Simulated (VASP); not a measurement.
Here is a VASP 6.6.1 calculation.

The input INCAR:

```
PREC = Accurate
ENCUT = 600
EDIFF = 1E-6
ISMEAR = 0
SIGMA = 0.02
LREAL = F
LASPH = T
NELM = 60
ALGO = Normal
ISIF = 3
LWAVE = F
LCHARG = F
GGA = PE
IBRION = 2
NSW = 70
EDIFFG = -0.008
PSTRESS = 120.0
```

File KPOINTS:

```
regular mesh
0
Gamma
  12 12 12
```

Contents of POSCAR:

```
MoS2
1.0
    1.5357958117      0.8866921253      5.8654634528
   -1.5357958117      0.8866921253      5.8654634528
    0.0000000000     -1.7733842506      5.8654634528
Mo S
1 2
Direct
    0.9997530297      0.9997530297      0.9997530297
    0.4196216197      0.4196216197      0.4196216197
    0.2466263506      0.2466263506      0.2466263506
```

Potentials or basis: VASP PAW PBE potentials, release 64 (Mo_sv, S).

Command:

```console
$ cat potpaw_PBE.64/Mo_sv/POTCAR potpaw_PBE.64/S/POTCAR > POTCAR
$ mpirun -np 1 vasp_std > vasp.out
```

Question: What does it give for the relaxed volume?

Answer: 15.69 Å³/atom.

Question: What does it give for the band gap on the k mesh?

Answer: 0.45 eV, indirect (least direct gap 1.80 eV).

Final structure:
```xyz
3
Lattice="1.5515 0.8958 5.6443 -1.5515 0.8958 5.6443 0.0000 -1.7915 5.6443" Properties=species:S:1:pos:R:3 pbc="T T T"
Mo    0.0000    0.0000   16.9277
S     0.0000    0.0000    7.2050
S     0.0000    0.0000    4.0774
```

Caveat: the cell is relaxed towards a set pressure, so the enthalpy falls and the energy may rise. A hybrid or GW would open this gap; PBE tends to underestimate it.
